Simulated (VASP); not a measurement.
# S: single point with PBEsol

Crystal: S.

```
S
1.0
     0.00000    1.95318    1.95318
     1.95318    0.00000    1.95318
     1.95318    1.95318    0.00000
S
1
Direct
  0.00000 0.00000 0.00000
```

This isn't the form of S at room conditions, which is orthorhombic, of S8 rings.

```yaml
Program: VASP 6.6.1
Task: single point
Functional: PBEsol
Potentials_or_basis: VASP PAW PBE potentials, release 64 (S)
Cutoff: 500 eV
k_mesh: 17 × 17 × 17
Occupations: fermi-dirac, width 0.02 eV
Spin: no spin polarisation
```

```
Pressure               : 0.0 GPa
Band gap on the k mesh : zero (bands 3 and 4 overlap by 6.22 eV)
```

Levels at points of the mesh, in eV from the Fermi level:
| k point | band 1 | band 2 | band 3 | band 4 | band 5 | band 6 | band 7 |
| --- | --- | --- | --- | --- | --- | --- | --- |
| (0.00, 0.00, 0.00) | -17.32 | 3.60 | 3.60 | 3.60 | 12.18 | 12.18 | 12.18 |

Wall time 14 s on 1 thread of AMD EPYC 7R43 64-Core Processor (Zen 3), with other jobs on the host, peak memory 0.09 GiB.

Caveat: the PAW data sets were made with another functional, which shifts forces and pressure a little.
